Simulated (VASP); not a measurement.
# ZrS2 (P-3m1) in VASP: single point with PBE

Aim: the single point of ZrS2 with PBE.

Program: VASP 6.6.1. These are calculated values, not measurements. Logs are shortened: lines on timing, memory, paths and dates and some standing lists are left out, and cuts for length are marked.

## 1. The cell of the first run

The structure is trigonal, space group P-3m1 (No. 164). The conventional cell has a = 3.689 Å, b = 3.689 Å, c = 6.650 Å, α = 90.00°, β = 90.00°, γ = 120.00°. Within 3.4 Å of Zr (site symmetry -3m) lie 6 S at 2.57 Å. S (site symmetry 3m) has 3 Zr at 2.57 Å within 3.4 Å.

## 2. Single point, PBE

INCAR

```
SYSTEM = ZrS2
ALGO     = Normal         ! electronic algorithm
EDIFF    = 1E-6           ! SCF threshold, eV
ENCUT    = 500            ! plane-wave cutoff, eV
GGA      = PE             ! functional
GGA_COMPAT= .False.      
ISIF     = 2              ! what is computed and relaxed
ISMEAR   = 0              ! smearing method
LASPH    = .True.         ! aspherical terms in the spheres
LCHARG   = .False.        ! write CHGCAR
LREAL    = .False.        ! projectors in reciprocal space
LWAVE    = .False.        ! write WAVECAR
NBANDS   = 19             ! bands
NELM     = 120            ! most SCF steps
PREC     = Accurate       ! precision mode
SIGMA    = 0.01           ! smearing width, eV
```

KPOINTS

```
k-points
0
Gamma
  6 6 3
  0 0 0
```

POSCAR

```
ZrS2
1.0
    3.6889535774      0.0000000000      0.0000000000
   -1.8444767887      3.1947275114      0.0000000000
    0.0000000000      0.0000000000      6.6502238121
Zr S
1 2
Direct
    0.0000000000      0.0000000000      0.0000000000
    0.6666666667      0.3333333333      0.7826238131
    0.3333333333      0.6666666667      0.2173761869
```

Potentials or basis: VASP PAW PBE potentials, release 64 (Zr_sv, S).

The run is started by

```
> cat potpaw_PBE.64/Zr_sv/POTCAR potpaw_PBE.64/S/POTCAR > POTCAR
> mpirun -np 1 vasp_std > vasp.out
```

OUTCAR:

```text
SYSTEM = ZrS2
   EDIFF = 1E-6
   ENCUT = 500
   GGA = PE
   ISIF = 2
   ISMEAR = 0
   LASPH = .True.
   LREAL = .False.
   NELM = 120
   PREC = Accurate

 ion  position               nearest neighbor table
   1  0.000  0.000  0.000-   2 2.57   3 2.57   3 2.57   2 2.57   2 2.57   3 2.57
   2  0.667  0.333  0.783-   1 2.57   1 2.57   1 2.57
   3  0.333  0.667  0.217-   1 2.57   1 2.57   1 2.57

  LATTYP: Found a hexagonal cell.
 ALAT       =     3.6889535774
 C/A-ratio  =     1.8027399024

  Lattice vectors:

 A1 = (   3.6889535774,   0.0000000000,   0.0000000000)
 A2 = (  -1.8444767887,   3.1947275114,   0.0000000000)
 A3 = (   0.0000000000,   0.0000000000,   6.6502238121)

Analysis of symmetry for initial positions (statically):
=====================================================================
 Subroutine PRICEL returns:
 Original cell was already a primitive cell.

 Routine SETGRP: Setting up the symmetry group for a
 hexagonal supercell.

 Subroutine GETGRP returns: Found 12 space group operations
 (whereof 12 operations were pure point group operations)
 out of a pool of 24 trial point group operations.

The static configuration has the point symmetry D_3d.

Analysis of symmetry for dynamics (positions and initial velocities):
=====================================================================
 Subroutine PRICEL returns:
 Original cell was already a primitive cell.

 Routine SETGRP: Setting up the symmetry group for a
 hexagonal supercell.

 Subroutine GETGRP returns: Found 12 space group operations
 (whereof 12 operations were pure point group operations)
 out of a pool of 24 trial point group operations.

The dynamic configuration has the point symmetry D_3d.

 Subroutine INISYM returns: Found 12 space group operations
 (whereof 12 operations are pure point group operations),
 and found     1 'primitive' translations

----------------------------------------------------------------------------------------

                                     Primitive cell

  volume of cell :      78.3742

  direct lattice vectors                    reciprocal lattice vectors
     3.688953577  0.000000000  0.000000000     0.271079584  0.156507871  0.000000000
    -1.844476789  3.194727511  0.000000000     0.000000000  0.313015741  0.000000000
     0.000000000  0.000000000  6.650223812     0.000000000  0.000000000  0.150370879

  length of vectors
     3.688953577  3.688953577  6.650223812     0.313015741  0.313015741  0.150370879

  position of ions in fractional coordinates (direct lattice)
     0.000000000  0.000000000  0.000000000
     0.666666667  0.333333333  0.782623813
     0.333333333  0.666666667  0.217376187

  ion indices of the primitive-cell ions
   primitive index   ion index
                 1           1
                 2           2
                 3           3

----------------------------------------------------------------------------------------

 KPOINTS: k-points

Automatic generation of k-mesh.
 Grid dimensions read from file:
 generate k-points for:    6    6    3

 Generating k-lattice:

  Cartesian coordinates                     Fractional coordinates (reciprocal lattice)
     0.045179931  0.026084645  0.000000000     0.166666667  0.000000000  0.000000000
     0.000000000  0.052169290  0.000000000     0.000000000  0.166666667  0.000000000
     0.000000000  0.000000000  0.050123626     0.000000000  0.000000000  0.333333333

  Length of vectors
     0.052169290  0.052169290  0.050123626

  Shift w.r.t. Gamma in fractional coordinates (k-lattice)
     0.000000000  0.000000000  0.000000000

 Subroutine IBZKPT returns following result:
 ===========================================

 Found     17 irreducible k-points:

 Following reciprocal coordinates:
            Coordinates               Weight
  0.000000  0.000000  0.000000      1.000000
  0.166667 -0.000000  0.000000      6.000000
  0.333333  0.000000  0.000000      6.000000
  0.500000 -0.000000  0.000000      3.000000
  0.166667  0.166667  0.000000      6.000000
  0.333333  0.166667  0.000000     12.000000
[... 9 lines left out ...]
 -0.166667  0.500000  0.333333     12.000000
  0.333333  0.333333  0.333333      4.000000
   k-points           NKPTS =     17   k-points in BZ     NKDIM =     17   number of bands    NBANDS=     19
   number of dos      NEDOS =    301   number of ions     NIONS =      3
   total plane-waves  NPLWV =  37632
   dimension x,y,z NGX =    28 NGY =   28 NGZ =   48
   dimension x,y,z NGXF=    56 NGYF=   56 NGZF=   96
   ions per type =               1   2
   NGX,Y,Z   is equivalent  to a cutoff of  12.62, 12.62, 12.00 a.u.
   NGXF,Y,Z  is equivalent  to a cutoff of  25.24, 25.24, 24.00 a.u.
 SYSTEM =  ZrS2
   PREC   = accura    normal or accurate (medium, high low for compatibility)
   ISTART =      0    job   : 0-new  1-cont  2-samecut
   ICHARG =      2    charge: 1-file 2-atom 10-const
   ISPIN  =      1    spin polarized calculation?
   LNONCOLLINEAR =      F non collinear calculations
   LSORBIT =      F    spin-orbit coupling
   LASPH  =      T    aspherical Exc in radial PAW
   ENCUT  =  500.0 eV  36.75 Ry    6.06 a.u.   6.73  6.73 12.12*2*pi/ulx,y,z
   NELM   =    120;   NELMIN=  2; NELMDL= -5     # of ELM steps
   EDIFF  = 0.1E-05   stopping-criterion for ELM
   LREAL  =      F    real-space projection
   EDIFFG = 0.1E-04   stopping-criterion for IOM
   NSW    =      0    number of steps for IOM
   IBRION =     -1    ionic relax: 0-MD 1-quasi-New 2-CG
   NFREE  =      0    steps in history (QN), initial steepest desc. (CG)
   ISIF   =      2    stress and relaxation
   ISYM   =      2    0-nonsym 1-usesym 2-fastsym
   POTIM  = 0.5000    time-step for ionic-motion
   TEBEG  =    0.0;   TEEND  =   0.0 temperature during run
   PSTRESS=    0.0 pullay stress
   NELECT =      24.0000    total number of electrons
   NUPDOWN=      -1.0000    fix difference up-down
   EMIN   =  10.00;   EMAX   =-10.00  energy-range for DOS
   EFERMI =   0.00;   METHOD = LEGACY
   ISMEAR =     0;   SIGMA  =   0.01  broadening in eV -4-tet -1-fermi 0-gaus
   EFERMI_NEDOS =   21; number of points for ismear=-14 and -15
   IALGO  =     38    algorithm
   IMIX   =      4    mixing-type and parameters
     AMIX     =   0.40;   BMIX     =  1.00
     AMIX_MAG =   1.60;   BMIX_MAG =  1.00
  volume/ion in A,a.u.               =      26.12       176.30
  Fermi-wavevector in a.u.,A,eV,Ry     =   1.103454  2.085225 16.566594  1.217610
  Thomas-Fermi vector in A             =   2.239912
   LORBIT       =      0    0 simple, 1 ext, 2 COOP (PROOUT), +10 PAW based schemes
   GGA     = PE    functional components
   LHFCALC =     F    Hartree Fock is set to
   AEXX    =    0.0000 exact exchange contribution
   IVDW    =     0    specifies the selected vdW correction
   LEPSILON=     F    determine dielectric tensor
   LRPA    =     F    only Hartree local field effects (RPA)
 non-spin polarized calculation
 Gauss-broadening in eV      SIGMA  =   0.01
  energy-cutoff  :      500.00
  volume of cell :       78.37
 maximum number of plane-waves:      2005
 NGX is ok and might be reduce to    28
   NGX = 13   NGY = 13   NGZ = 25

 number of electron      24.0000000 magnetization

 Free energy of the ion-electron system (eV)
  ---------------------------------------------------
  ext. energy  EPLUGINS =         0.00000000
  ---------------------------------------------------
  free energy    TOTEN  =       -21.43350033 eV

  energy without entropy =      -21.43350033  energy(sigma->0) =      -21.43350033

 E-fermi :   3.1167     XC(G=0):  -8.7328

 val. band max:        3.0709768192   @ k =   0.0000   0.0000   0.0000
 cond. band min:       4.2386227133   @ k =   0.5000  -0.0000   0.3333
 fundamental gap:      1.1676458942
 Fermi energy:         3.1166894240

 k-point     1 :       0.0000    0.0000    0.0000
  band No.  band energies     occupation
      1     -45.8371      2.00000
      2     -23.8915      2.00000
      3     -23.7411      2.00000
      4     -23.7411      2.00000
      5      -9.2997      2.00000
      6      -8.0836      2.00000
[... 11 lines left out ...]
     18       8.6896      0.00000
     19       9.2206      0.00000

 k-point     2 :       0.1667   -0.0000    0.0000
  band No.  band energies     occupation
      1     -45.8328      2.00000
      2     -23.8783      2.00000
      3     -23.8034      2.00000
      4     -23.7545      2.00000
      5      -9.0380      2.00000
      6      -8.1312      2.00000
[... 11 lines left out ...]
     18       9.7137      0.00000
     19      10.6629      0.00000

 k-point     3 :       0.3333    0.0000    0.0000
  band No.  band energies     occupation
      1     -45.8241      2.00000
      2     -23.9262      2.00000
      3     -23.8506      2.00000
      4     -23.7812      2.00000
      5      -8.5309      2.00000
      6      -8.1540      2.00000
[... 11 lines left out ...]
     18      10.4099      0.00000
     19      11.2553      0.00000

 k-point     4 :       0.5000   -0.0000    0.0000
  band No.  band energies     occupation
      1     -45.8197      2.00000
      2     -23.9858      2.00000
      3     -23.8372      2.00000
      4     -23.7945      2.00000
      5      -8.4377      2.00000
      6      -7.9620      2.00000
[... 253 lines left out ...]
     18      10.2512      0.00000
     19      11.3004      0.00000

 k-point    16 :      -0.1667    0.5000    0.3333
  band No.  band energies     occupation
      1     -45.8197      2.00000
      2     -23.9537      2.00000
      3     -23.8386      2.00000
      4     -23.8264      2.00000
      5      -8.3417      2.00000
      6      -8.0663      2.00000
[... 11 lines left out ...]
     18      10.6200      0.00000
     19      10.9784      0.00000

 k-point    17 :       0.3333    0.3333    0.3333
  band No.  band energies     occupation
      1     -45.8175      2.00000
      2     -23.9092      2.00000
      3     -23.9092      2.00000
      4     -23.8313      2.00000
      5      -8.1356      2.00000
      6      -8.1356      2.00000
[... 11 lines left out ...]
     18      11.4089      0.00000
     19      11.9504      0.00000

------------------------ aborting loop because EDIFF is reached ----------------------------------------

  FORCE on cell =-STRESS in cart. coord.  units (eV):
  Direction    XX          YY          ZZ          XY          YZ          ZX
  --------------------------------------------------------------------------------------
  -------------------------------------------------------------------------------------
  Total       -0.0196018     -0.0196018      0.0185983      0.0000000      0.0000000     -0.0000000
  in kB       -0.4007135     -0.4007135      0.3801980      0.0000000      0.0000000     -0.0000000
  external PRESSURE =      -0.1404097 kB  Pullay stress =       0.0000000 kB

 VOLUME and BASIS-vectors are now :
 -----------------------------------------------------------------------------
  energy-cutoff  :      500.00
  volume of cell :       78.37
      direct lattice vectors                 reciprocal lattice vectors
     3.688953577  0.000000000  0.000000000     0.271079584  0.156507871  0.000000000
    -1.844476789  3.194727511  0.000000000     0.000000000  0.313015741  0.000000000
     0.000000000  0.000000000  6.650223812     0.000000000  0.000000000  0.150370879

 POSITION                                       TOTAL-FORCE (eV/Angst)
 -----------------------------------------------------------------------------------
      0.00000      0.00000      0.00000        -0.000000      0.000000      0.000000
      1.84448      1.06491      5.20462         0.000000     -0.000000     -0.008067
     -0.00000      2.12982      1.44560        -0.000000      0.000000      0.008067
 -----------------------------------------------------------------------------------
    total drift:                                0.000000     -0.000000      0.000000

  FREE ENERGIE OF THE ION-ELECTRON SYSTEM (eV)
  ---------------------------------------------------
  free  energy   TOTEN  =       -21.4335003262 eV

  energy  without entropy=      -21.4335003262  energy(sigma->0) =      -21.43350033
```

Run time: 15 s. Hardware: 1 thread of Intel Xeon 8259CL, shared host; peak memory 0.19 GiB.

Results:

| Quantity | Value |
| --- | --- |
| Free energy | -21.4335 eV |
| Pressure | 0.0 GPa |
| Largest force | 0.008 eV/Å |
| Band gap on the k mesh | 1.17 eV (least direct gap 1.68 eV) |

Forces on the atoms (eV/Å):
```
Zr   0.000  0.000  0.000
S    0.000  0.000 -0.008
S    0.000  0.000  0.008
```

Caveat: this functional lacks dispersion, which binds layers or chains, so the pressure and a relaxed spacing across them are unreliable.
